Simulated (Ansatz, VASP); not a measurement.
## One calculation of BaZr, two programs

```xyz
4
Lattice="0.0000 4.0545 4.0545 4.0545 0.0000 4.0545 4.0545 4.0545 0.0000" Properties=species:S:1:pos:R:3 pbc="T T T"
Ba    4.0545    4.0545    4.0545
Ba    6.0818    6.0818    6.0818
Zr    0.0000    0.0000    0.0000
Zr    2.0273    2.0273    2.0273
```

Change from the starting cell: species swapped into the LiZn type (Fd-3m, No. 227).

Alike in both runs: functional PBE; k mesh 10 × 10 × 10; occupations gaussian, width 0.1 eV; no spin polarisation.

Ansatz relaxed the structure, and its values are those at the end. VASP's run is a single point on that final structure, the one shown.

```csv
,VASP,Ansatz
version,VASP 6.6.1,Ansatz 0.2.0
potentials or method,"VASP PAW PBE potentials, release 64 (Ba_sv, Zr_sv), cutoff 520 eV","scalar-relativistic, plane waves, PAW"
valence electrons in the cell,44,44
```

|  | VASP | Ansatz | Ansatz less VASP |
| --- | --- | --- | --- |
| gap on the k mesh at the Fermi level (eV) | none | none | - |
| pressure (GPa) | 0.6 | 0.0 | -0.62 |

A gap of «none» marks a metal or a gap that the smearing closes. With one functional, cell and mesh, what is left measures potentials, basis and numerics.

Spin-orbit coupling is off throughout.
